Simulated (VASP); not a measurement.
Here is a VASP 6.6.1 calculation.

INCAR

```
PREC = Accurate ; ENCUT = 520
EDIFF = 1E-6 ; ISMEAR = 0
SIGMA = 0.01 ; LREAL = Auto
LASPH = T ; NELM = 80
ALGO = Normal ; ISIF = 2
LWAVE = F ; LCHARG = F
GGA = PE ; NBANDS = 169
KPAR = 2 ; NCORE = 2
```

The input KPOINTS:

```
Automatic mesh
0
Gamma
  2 2 2
```

Contents of POSCAR:

```
Zn16S16O
1.0
    7.6923103689     -0.0000000001      0.0000000000
   -3.8461551845     -6.6617361932      0.0000000000
    0.0000000000      0.0000000000    -12.5886853856
Zn S O
16 16 1
Direct
    0.1602057937      0.3188672254      0.2522703067
    0.6654332084      0.3252580535      0.2514058840
    0.1603845630      0.8268511445      0.2523453714
    0.6703913156      0.8279410847      0.2816990987
    0.8359475976      0.1626712587      0.7501162140
    0.3430575080      0.1648111471      0.7466003349
    0.8359464213      0.6592934893      0.7500614433
    0.3325396710      0.6591937418      0.7485429661
    0.5021526414      0.4938160407      0.5013269580
    0.0007410651      0.4931804296      0.4990002584
    0.5019635182      0.9939383601      0.5015566158
    0.0085158043      0.9971360169      0.5105419257
    0.4890291704     -0.0041185590      0.9961570812
    0.0193289874      0.0027166839      0.9884558230
    0.4899921776      0.4794646917      0.9965993436
   -0.0014911738      0.4920457435      1.0014090820
    0.1627463965      0.3226326170      0.0637795628
    0.6636464960      0.3244373951      0.0636328894
    0.1621169222      0.8257135376      0.0638637843
    0.6656791603      0.8261886503      0.0247586300
    0.8353188225      0.1617894021      0.5638447341
    0.3428364747      0.1643921388      0.5636783710
    0.8353914063      0.6592686947      0.5637581017
    0.3338037568      0.6596522582      0.5621117092
    0.4951482231      0.4871630466      0.3156320440
   -0.0015583183      0.4919669558      0.3121952322
    0.4950282850      0.9934990529      0.3159595576
    0.0122875884      0.9988279993      0.3277775471
    0.5010402586     -0.0064114546      0.8097773187
    0.0101512406     -0.0019124469      0.8037680158
    0.5013654867      0.4938213700      0.8100643035
    0.0016752724      0.4938391388      0.8147462197
    0.7758081427      0.8830547072      0.1398299748
```

Potentials or basis: VASP PAW PBE potentials, release 64 (Zn, S, O).

Run with:

```console
$ cat potpaw_PBE.64/Zn/POTCAR potpaw_PBE.64/S/POTCAR potpaw_PBE.64/O/POTCAR > POTCAR
$ mpirun -np 4 vasp_std > vasp.out
```

**Question.** What does it give for the largest force?

**Answer.** 0.114 eV/Å.

**Question.** Predict the band gap on the k mesh.

**Answer.** 1.93 eV.

**Question.** Predict the pressure.

**Answer.** 1.7 GPa.

Stress tensor (GPa, compression positive):
```
 1.43 -0.18  0.02
-0.18  1.21 -0.02
 0.02 -0.02  2.55
```

Caveat: the k points lie up to 0.47 Å⁻¹ apart; the cell differs from its parent crystal (with an interstitial atom, then relaxed in part).
